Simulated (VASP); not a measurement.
**Si3SnSe4: single point with PBE**

Si3SnSe4:

```xyz
8
Lattice="5.5642 0.0000 0.0000 0.0000 5.5642 0.0000 0.0000 0.0000 5.5642" Properties=species:S:1:pos:R:3 pbc="T T T"
Si    0.0000    2.7821    2.7821
Si    2.7821    0.0000    2.7821
Si    2.7821    2.7821    0.0000
Sn    2.7821    2.7821    2.7821
Se    2.7821    0.0000    0.0000
Se    0.0000    2.7821    0.0000
Se    0.0000    0.0000    2.7821
Se    0.0000    0.0000    0.0000
```

The cell was built from a structure type or drawn by symmetry, and may not be a known phase.

* Program: VASP 6.6.1
* Task: single point
* Functional: PBE
* Potentials or basis: VASP PAW PBE potentials, release 64 (Si, Sn_d, Se)
* Cutoff: 520 eV
* k mesh: 4 × 4 × 4
* Occupations: gaussian, width 0.1 eV
* Spin: no spin polarisation

```
Pressure               : 0.2 GPa
Band gap on the k mesh : zero (bands 25 and 26 overlap by 0.26 eV)
```

Levels at points of the mesh, in eV from the Fermi level:
| k point | band 23 | band 24 | band 25 | band 26 | band 27 | band 28 |
| --- | --- | --- | --- | --- | --- | --- |
| (0.00, 0.00, 0.00) | -1.55 | -1.55 | -1.55 | 2.02 | 2.02 | 2.02 |
| (0.50, 0.00, 0.00) | -2.37 | -0.99 | -0.83 | 0.22 | 0.85 | 2.16 |
| (0.50, 0.50, 0.00) | -1.06 | -1.06 | -0.70 | -0.14 | -0.14 | 0.86 |
| (0.50, 0.50, 0.50) | -0.92 | -0.92 | -0.92 | 0.05 | 0.05 | 0.05 |

Run time: 40 s on 1 thread of Intel(R) Xeon(R) 6975P-C (Granite Rapids), on a shared host, peak memory 0.27 GiB.

Caveat: spin-orbit coupling is left out, which moves the levels of the heavy elements.
